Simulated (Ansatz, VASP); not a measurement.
# Os: VASP beside Ansatz

```
Os
1.0
    -1.34983    1.34983    1.91268
     1.34983   -1.34983    1.91268
     1.34983    1.34983   -1.91268
Os
1
Cartesian
  0.0000 0.0000 0.0000
```

Alike in both runs: functional PBEsol; k mesh 8 × 8 × 8; occupations gaussian, width 0.1 eV; no spin polarisation.

Ansatz relaxed the structure, and its values are those at the end. VASP's run is a single point on that final structure, the one shown.

|  | VASP | Ansatz |
| --- | --- | --- |
| version | VASP 6.6.1 | Ansatz 0.2.0 |
| potentials or method | VASP PAW PBE potentials, release 64 (Os), cutoff 520 eV | scalar-relativistic, plane waves, PAW |
| valence electrons in the cell | 8 | 16 |

Ansatz gave:

| Property | Result |
| --- | --- |
| gap on the k mesh at the Fermi level (eV) | none |
| pressure (GPa) | 0.0 |

Question: Estimate VASP's values.

Answer: gap on the k mesh at the Fermi level (eV): none; pressure (GPa): 0.5.

VASP's potentials were made for PBE, not for PBEsol. A gap of «none» marks a metal or a gap that the smearing closes. VASP's potentials hold 8 valence electrons a cell and Ansatz's 16, so a difference there can come from the potentials and not from the codes.

The k mesh is coarse, so the values compare programs but aren't converged. Spin-orbit coupling is off throughout.
